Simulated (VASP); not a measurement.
# Pb in VASP: a series of runs

Runs on Pb. Level: PBE. Tasks: single point, relaxation of cell and atoms.

Program: VASP 6.6.1. These are calculated values, not measurements. Logs are shortened: lines on timing, memory, paths and dates and some standing lists are left out, and cuts for length are marked.

### Step 1. The cell of the first run

The structure is hexagonal, space group P6_3mc (No. 186). The conventional cell has a = 3.845 Å, b = 3.845 Å, c = 10.570 Å, α = 90.00°, β = 90.00°, γ = 120.00°. Within 2.9 Å of Pb (site symmetry 3m) lie 3 Pb at 2.22 Å. Pb (site symmetry 3m) has 3 Pb at 2.22 Å within 2.9 Å.

### Step 2. Single point, PBE

Contents of INCAR:

```
SYSTEM = Pb
PREC     = Accurate       ! precision mode
ENCUT    = 520            ! plane-wave cutoff, eV
EDIFF    = 1E-6           ! SCF threshold, eV
ISMEAR   = 0              ! smearing method
SIGMA    = 0.1            ! smearing width, eV
LREAL    = .False.        ! projectors in reciprocal space
LASPH    = .True.         ! aspherical terms in the spheres
NELM     = 80             ! most SCF steps
ALGO     = Fast           ! electronic algorithm
ISIF     = 2              ! what is computed and relaxed
LWAVE    = .False.        ! write WAVECAR
LCHARG   = .True.         ! write CHGCAR
GGA      = PE             ! functional
LELF     = .True.         ! ELF
LVHAR    = .True.       
NBANDS   = 36             ! bands
```

Contents of KPOINTS:

```
Automatic mesh
0
Gamma
  6 6 2
  0 0 0
```

Contents of POSCAR:

```
Pb
1.0
    3.8451451483      0.0000000000      0.0000000000
   -1.9225725741      3.3299933796      0.0000000000
    0.0000000000      0.0000000000     10.5702624013
Pb
4
Direct
    0.0000000000      0.0000000000      0.0000000000
    0.0000000000      0.0000000000      0.5000000000
    0.3333333333      0.6666666667      0.0050000000
    0.6666666667      0.3333333333      0.5050000000
```

Potentials or basis: VASP PAW PBE potentials, release 64 (Pb_d).

The run is started by

```
$ cat potpaw_PBE.64/Pb_d/POTCAR > POTCAR
$ mpirun -np 1 vasp_std > vasp.out
```

OUTCAR:

```text
SYSTEM = Pb
   PREC = Accurate
   ENCUT = 520
   EDIFF = 1E-6
   ISMEAR = 0
   LREAL = .False.
   LASPH = .True.
   NELM = 80
   ISIF = 2
   GGA = PE

 ion  position               nearest neighbor table
   1  0.000  0.000  0.000-   3 2.22   3 2.22   3 2.22
   2  0.000  0.000  0.500-   4 2.22   4 2.22   4 2.22
   3  0.333  0.667  0.005-   1 2.22   1 2.22   1 2.22
   4  0.667  0.333  0.505-   2 2.22   2 2.22   2 2.22

  LATTYP: Found a hexagonal cell.
 ALAT       =     3.8451451483
 C/A-ratio  =     2.7489891782

  Lattice vectors:

 A1 = (   3.8451451483,   0.0000000000,   0.0000000000)
 A2 = (  -1.9225725741,   3.3299933796,   0.0000000000)
 A3 = (   0.0000000000,   0.0000000000,  10.5702624013)

Analysis of symmetry for initial positions (statically):
=====================================================================
 Subroutine PRICEL returns:
 Original cell was already a primitive cell.

 Routine SETGRP: Setting up the symmetry group for a
 hexagonal supercell.

 Subroutine GETGRP returns: Found 12 space group operations
 (whereof  6 operations were pure point group operations)
 out of a pool of 24 trial point group operations.

The static configuration has the point symmetry C_3v.
 The point group associated with its full space group is C_6v.

Analysis of symmetry for dynamics (positions and initial velocities):
=====================================================================
 Subroutine PRICEL returns:
 Original cell was already a primitive cell.

 Routine SETGRP: Setting up the symmetry group for a
 hexagonal supercell.

 Subroutine GETGRP returns: Found 12 space group operations
 (whereof  6 operations were pure point group operations)
 out of a pool of 24 trial point group operations.

The dynamic configuration has the point symmetry C_3v.
 The point group associated with its full space group is C_6v.

 Subroutine INISYM returns: Found 12 space group operations
 (whereof  6 operations are pure point group operations),
 and found     1 'primitive' translations

----------------------------------------------------------------------------------------

                                     Primitive cell

  volume of cell :     135.3449

  direct lattice vectors                    reciprocal lattice vectors
     3.845145148  0.000000000  0.000000000     0.260068206  0.150150449  0.000000000
    -1.922572574  3.329993380  0.000000000     0.000000000  0.300300897  0.000000000
     0.000000000  0.000000000 10.570262401     0.000000000  0.000000000  0.094605031

[... 77 lines left out ...]
   LREAL  =      F    real-space projection
   EDIFFG = 0.1E-04   stopping-criterion for IOM
   NSW    =      0    number of steps for IOM
   IBRION =     -1    ionic relax: 0-MD 1-quasi-New 2-CG
   NFREE  =      0    steps in history (QN), initial steepest desc. (CG)
   ISIF   =      2    stress and relaxation
   ISYM   =      2    0-nonsym 1-usesym 2-fastsym
   POTIM  = 0.5000    time-step for ionic-motion
   TEBEG  =    0.0;   TEEND  =   0.0 temperature during run
   PSTRESS=    0.0 pullay stress
   NELECT =      56.0000    total number of electrons
   NUPDOWN=      -1.0000    fix difference up-down
   EMIN   =  10.00;   EMAX   =-10.00  energy-range for DOS
   EFERMI =   0.00;   METHOD = LEGACY
   ISMEAR =     0;   SIGMA  =   0.10  broadening in eV -4-tet -1-fermi 0-gaus
   EFERMI_NEDOS =   21; number of points for ismear=-14 and -15
   IALGO  =     68    algorithm
   IMIX   =      4    mixing-type and parameters
     AMIX     =   0.40;   BMIX     =  1.00
     AMIX_MAG =   1.60;   BMIX_MAG =  1.00
  volume/ion in A,a.u.               =      33.84       228.34
  Fermi-wavevector in a.u.,A,eV,Ry     =   1.219898  2.305273 20.247528  1.488151
  Thomas-Fermi vector in A             =   2.355134
   LORBIT       =      0    0 simple, 1 ext, 2 COOP (PROOUT), +10 PAW based schemes
   GGA     = PE    functional components
   LHFCALC =     F    Hartree Fock is set to
   AEXX    =    0.0000 exact exchange contribution
   IVDW    =     0    specifies the selected vdW correction
   LEPSILON=     F    determine dielectric tensor
   LRPA    =     F    only Hartree local field effects (RPA)
 non-spin polarized calculation
 RMM-DIIS sequential band-by-band and
 Gauss-broadening in eV      SIGMA  =   0.10
  energy-cutoff  :      520.00
  volume of cell :      135.34
 maximum number of plane-waves:      3668
 NGX is ok and might be reduce to    30
   NGX = 15   NGY = 15   NGZ = 39

 number of electron      55.9999994 magnetization

 Free energy of the ion-electron system (eV)
  ---------------------------------------------------
  ext. energy  EPLUGINS =         0.00000000
  ---------------------------------------------------
  free energy    TOTEN  =         8.60561092 eV

  energy without entropy =        8.60576762  energy(sigma->0) =        8.60568927

 E-fermi :   7.0381     XC(G=0):  -8.6387

 val. band max:        6.8629558731   @ k =   0.3333   0.3333   0.0000
 cond. band min:       7.2349479859   @ k =   0.0000   0.0000   0.0000
 fundamental gap:      0.3719921127
 Fermi energy:         7.0380750651

 k-point     1 :       0.0000    0.0000    0.0000
  band No.  band energies     occupation
      1     -14.6286      2.00000
      2     -14.6285      2.00000
      3     -13.8713      2.00000
      4     -13.8713      2.00000
      5     -13.8713      2.00000
      6     -13.8713      2.00000
[... 535 lines left out ...]
     35      13.4447      0.00000
     36      13.8496      0.00000

------------------------ aborting loop because EDIFF is reached ----------------------------------------

  FORCE on cell =-STRESS in cart. coord.  units (eV):
  Direction    XX          YY          ZZ          XY          YZ          ZX
  --------------------------------------------------------------------------------------
  -------------------------------------------------------------------------------------
  Total      100.8970147    100.8970147     -0.0890567      0.0000000      0.0000000     -0.0000000
  in kB     1194.3923747   1194.3923747     -1.0542303      0.0000000      0.0000000     -0.0000000
  external PRESSURE =     795.9101730 kB  Pullay stress =       0.0000000 kB

 VOLUME and BASIS-vectors are now :
 -----------------------------------------------------------------------------
  energy-cutoff  :      520.00
  volume of cell :      135.34
      direct lattice vectors                 reciprocal lattice vectors
     3.845145148  0.000000000  0.000000000     0.260068206  0.150150449  0.000000000
    -1.922572574  3.329993380  0.000000000     0.000000000  0.300300897  0.000000000
     0.000000000  0.000000000 10.570262401     0.000000000  0.000000000  0.094605031

 POSITION                                       TOTAL-FORCE (eV/Angst)
 -----------------------------------------------------------------------------------
      0.00000      0.00000      0.00000        -0.000000      0.000000     -0.992590
      0.00000      0.00000      5.28513         0.000000      0.000000     -0.992590
     -0.00000      2.22000      0.05285         0.000000     -0.000000      0.992590
      1.92257      1.11000      5.33798        -0.000000      0.000000      0.992590
 -----------------------------------------------------------------------------------
    total drift:                                0.000000      0.000000      0.000653

  FREE ENERGIE OF THE ION-ELECTRON SYSTEM (eV)
  ---------------------------------------------------
  free  energy   TOTEN  =         8.6056109209 eV

  energy  without entropy=        8.6057676196  energy(sigma->0) =        8.60568927
```

stdout:

```text
POSCAR found type information on POSCAR Pb
 POSCAR found :  1 types and       4 ions
 scaLAPACK will be used
 LDA part: xc-table for (Slater+PW92), standard interpolation
 POSCAR, INCAR and KPOINTS ok, starting setup
 FFT: planning ... GRIDC
 FFT: planning ... GRID_SOFT
 FFT: planning ... GRID
 WAVECAR not read
 entering main loop
```

Run time: 37 s. Hardware: 1 thread of Intel Xeon 6975P-C (Granite Rapids), shared host; peak memory 0.26 GiB.

Results:

```yaml
Free_energy: 8.6056 eV
Pressure: 79.6 GPa
Largest_force: 0.993 eV/Å
Band_gap_on_the_k_mesh: zero (bands 28 and 29 overlap by 0.87 eV)
```

Forces on the atoms (eV/Å):
```
Pb   0.000  0.000 -0.993
Pb   0.000  0.000 -0.993
Pb   0.000  0.000  0.993
Pb   0.000  0.000  0.993
```

Stress tensor (GPa, compression positive):
```
119.44   0.00   0.00
  0.00 119.44   0.00
  0.00   0.00  -0.11
```

Caveat: the cell stands under pressure; spin-orbit coupling is left out, which moves the levels of the heavy elements.

### Step 3. Single point, PBE

This run uses another cell than the first one, of 34.79 Å³/atom.

Contents of INCAR:

```
SYSTEM = Pb
PREC = Accurate
ENCUT = 520
EDIFF = 1E-6
ISMEAR = 0
SIGMA = 0.1
LREAL = .False.
LASPH = .True.
NELM = 100
ALGO = Fast
ISIF = 2
LWAVE = .False.
LCHARG = .False.
GGA = PE
NBANDS = 36
```

Contents of KPOINTS:

```
regular mesh
0
Gamma
  6 6 2
  0 0 0
```

Contents of POSCAR:

```
Pb
1.0
    4.6121416249      0.0000000000      0.0000000000
   -2.3060708124      3.9942318130      0.0000000000
    0.0000000000      0.0000000000      7.5547875382
Pb
4
Direct
    0.0000000000      0.0000000000     -0.1224901027
    0.0000000000      0.0000000000      0.3775098973
    0.3333333333      0.6666666667      0.1274901027
    0.6666666667      0.3333333333      0.6274901027
```

Potentials or basis: VASP PAW PBE potentials, release 64 (Pb_d).

The run is started by

```
$ cat potpaw_PBE.64/Pb_d/POTCAR > POTCAR
$ mpirun -np 1 vasp_std > vasp.out
```

It took 27 s on 1 thread of Intel Xeon 6975P-C (Granite Rapids), shared host; peak memory 0.26 GiB.

It converged, with:

```yaml
Free_energy: -13.7192 eV
Pressure: 0.3 GPa
Band_gap_on_the_k_mesh: zero (bands 28 and 29 overlap by 2.69 eV)
```

Levels at points of the mesh, in eV from the Fermi level:
```csv
k point,band 25,band 26,band 27,band 28,band 29,band 30,band 31,band 32
"(0.00, 0.00, 0.00)",-0.01,-0.01,0.62,0.81,1.45,1.45,2.01,2.31
"(0.50, 0.00, 0.00)",-3.41,-2.68,-1.69,0.81,1.24,1.42,1.44,1.49
"(0.00, 0.00, 0.50)",0.27,0.27,0.54,0.54,0.54,0.54,3.16,3.16
"(0.50, 0.00, 0.50)",-1.82,-1.82,-0.86,-0.86,-0.70,-0.70,3.06,3.06
```

Caveat: the k points lie up to 0.42 Å⁻¹ apart, too coarse for converged energies and pressures of a metal; spin-orbit coupling is left out, which moves the levels of the heavy elements.

### Step 4. Relaxation of cell and atoms, PBE

Contents of INCAR:

```
PREC     = Accurate       # precision mode
ENCUT    = 600            # plane-wave cutoff, eV
EDIFF    = 1E-6           # SCF threshold, eV
ISMEAR   = 0              # smearing method
SIGMA    = 0.1            # smearing width, eV
LREAL    = F              # projectors in reciprocal space
LASPH    = T              # aspherical terms in the spheres
NELM     = 100            # most SCF steps
ALGO     = Normal         # electronic algorithm
ISIF     = 3              # what is computed and relaxed
LWAVE    = F              # write WAVECAR
LCHARG   = F              # write CHGCAR
GGA      = PE             # functional
IBRION   = 2              # ionic algorithm
NSW      = 90             # ionic steps
EDIFFG   = -0.04          # ionic threshold
```

Contents of KPOINTS:

```
regular mesh
0
Gamma
  6 6 2
```

Contents of POSCAR:

```
Pb
1.0
    3.8451451483      0.0000000000      0.0000000000
   -1.9225725741      3.3299933796      0.0000000000
    0.0000000000      0.0000000000     10.5702624013
Pb
4
Direct
    0.0000000000      0.0000000000      0.0000000000
    0.0000000000      0.0000000000      0.5000000000
    0.3333333333      0.6666666667      0.0050000000
    0.6666666667      0.3333333333      0.5050000000
```

The run is started by

```
$ cat potpaw_PBE.64/Pb_d/POTCAR > POTCAR
$ mpirun -np 1 vasp_std > vasp.out
```

It took 23 min on 1 thread of Intel Xeon 6975P-C (Granite Rapids), shared host; peak memory 0.33 GiB.

It converged, with:

```yaml
Free_energy: -13.7112 eV
Relaxed_volume: 35.19 Å³/atom
Relaxed_cell: a = 4.641 Å, b = 4.641 Å, c = 7.547 Å, α = 90.00°, β = 90.00°, γ = 120.00°
Space_group_after_relaxing_to_0.1_Å: P6_3/mmc (No. 194)
Pressure_after_relaxing: 0.0 GPa
Largest_force_after_relaxing: 0.014 eV/Å
Band_gap_on_the_k_mesh: zero (bands 28 and 29 overlap by 2.64 eV)
```

Forces on the atoms (eV/Å):
```
Pb   0.000  0.000 -0.014
Pb   0.000  0.000 -0.014
Pb   0.000  0.000  0.014
Pb   0.000  0.000  0.014
```

Stress tensor (GPa, compression positive):
```
-0.08  0.00  0.00
 0.00 -0.08  0.00
 0.00  0.00  0.05
```

Final structure:
```xyz
4
Lattice="4.6406 0.0000 0.0000 -2.3203 4.0189 0.0000 0.0000 0.0000 7.5474" Properties=species:S:1:pos:R:3 pbc="T T T"
Pb    0.0000    0.0000    6.6255
Pb    0.0000    0.0000    2.8518
Pb    0.0000    2.6793    0.9597
Pb    2.3203    1.3396    4.7334
```

Levels at points of the mesh, in eV from the Fermi level:
```
           k point  band 25  band 26  band 27  band 28  band 29  band 30  band 31  band 32
(0.00, 0.00, 0.00)    -0.03    -0.03     0.70     0.75     1.42     1.42     1.95     2.29
(0.50, 0.00, 0.00)    -3.35    -2.61    -1.68     0.82     1.22     1.42     1.43     1.50
(0.00, 0.00, 0.50)     0.25     0.25     0.52     0.52     0.52     0.52     3.13     3.13
(0.50, 0.00, 0.50)    -1.78    -1.78    -0.85    -0.85    -0.65    -0.65     3.08     3.08
```

Caveat: a cell axis changed by over 15 % at a fixed basis, so the end point is rough; spin-orbit coupling is left out, which moves the levels of the heavy elements.

### Step 5. Overview

```csv
task,cell,cutoff (eV),gap on the mesh (eV),pressure (GPa),largest force (eV/Å)
single point,"a = 3.845, b = 3.845, c = 10.570 Å, angles 90.0, 90.0, 120.0°, 4 atoms, atomic positions A",520,none,79.6,0.99
single point,"a = 4.612, b = 4.612, c = 7.555 Å, angles 90.0, 90.0, 120.0°, 4 atoms, atomic positions B",520,none,0.3,-
relaxation of cell and atoms,"relaxed from a = 3.845, b = 3.845, c = 10.570 Å, angles 90.0, 90.0, 120.0°, 4 atoms, atomic positions A",600,none,0.0,0.01
```

Alike in all rows: level PBE; potentials or basis VASP PAW PBE potentials, release 64 (Pb_d); no spin polarisation; k mesh 6 × 6 × 2; smearing gaussian 0.1 eV.

Caveats: some runs use coarse meshes; spin-orbit coupling is left out, which moves the levels of the heavy elements; the cell stands under pressure (at least some runs); a cell axis changed by over 15 % at a fixed basis, so the end point is rough (at least some runs).

Absolute energies hang on the potentials; compare differences alone.
